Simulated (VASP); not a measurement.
Crystal: BAs.

```xyz
8
Lattice="-3.1895 3.1895 2.7856 3.1895 -3.1895 2.7856 3.1895 3.1895 -2.7856" Properties=species:S:1:pos:R:3 pbc="T T T"
B     0.0000    3.1895    1.3928
B     3.1895    0.0000    1.3928
B     0.0000    0.0000    1.3928
B     0.0000    0.0000    4.1784
As    1.1419    4.3314    0.0000
As    2.0477    1.1419    0.0000
As    2.0477   -1.1419    2.7856
As    1.1419    2.0477    2.7856
```

```yaml
Program: VASP 6.6.1
Task: relaxation of cell and atoms
Functional: PBE
Potentials_or_basis: VASP PAW PBE potentials, release 64 (B, As)
Cutoff: 600 eV
k_mesh: 10 × 10 × 10
Occupations: gaussian, width 0.1 eV
Spin: no spin polarisation
```

At the start: pressure -2.7 GPa; volume 14.17 Å³/atom.

Problem. How do energy, volume and symmetry change on relaxing?

Solution. Over 16 steps the energy falls by 25.2 meV/atom and the volume is 13.85 Å³/atom (-2.3 %); space group I4/mcm (No. 140, to 0.05 Å).

Step by step:
```tsv
step	energy change (eV)	largest force (eV/Å)	pressure (GPa)	volume (Å³)
1	0.0000	0.4918	-2.73	113.35
2	-0.0474	0.0863	1.65	109.44
3	-0.0494	0.1587	0.87	110.08
4	-0.0815	0.1079	1.00	110.31
5	-0.1440	0.0762	1.30	110.72
6	-0.1380	0.5991	2.21	111.41
7	-0.1679	0.3020	1.64	111.06
8	-0.1857	0.2247	0.26	112.36
9	-0.1866	0.2027	-0.14	112.76
10	-0.1906	0.1592	-0.22	112.57
11	-0.1977	0.0323	-0.45	112.02
12	-0.1985	0.0250	-0.54	111.76
13	-0.2007	0.0070	0.10	110.84
14	-0.2008	0.0110	0.17	110.74
15	-0.2014	0.0012	0.04	110.77
16	-0.2014	0.0060	-0.01	110.78
```

Final structure:
```
CELL_PARAMETERS angstrom
-3.07298 3.07298 2.93271
3.07298 -3.07298 2.93271
3.07298 3.07298 -2.93271
ATOMIC_POSITIONS crystal
B 0.75000 0.25000 0.50000
B 0.25000 0.75000 0.50000
B 0.25000 0.25000 0.00000
B 0.75000 0.75000 0.00000
As 0.67381 0.17381 0.84762
As 0.17381 0.32619 0.50000
As 0.32619 0.82619 0.15238
As 0.82619 0.67381 0.50000
```
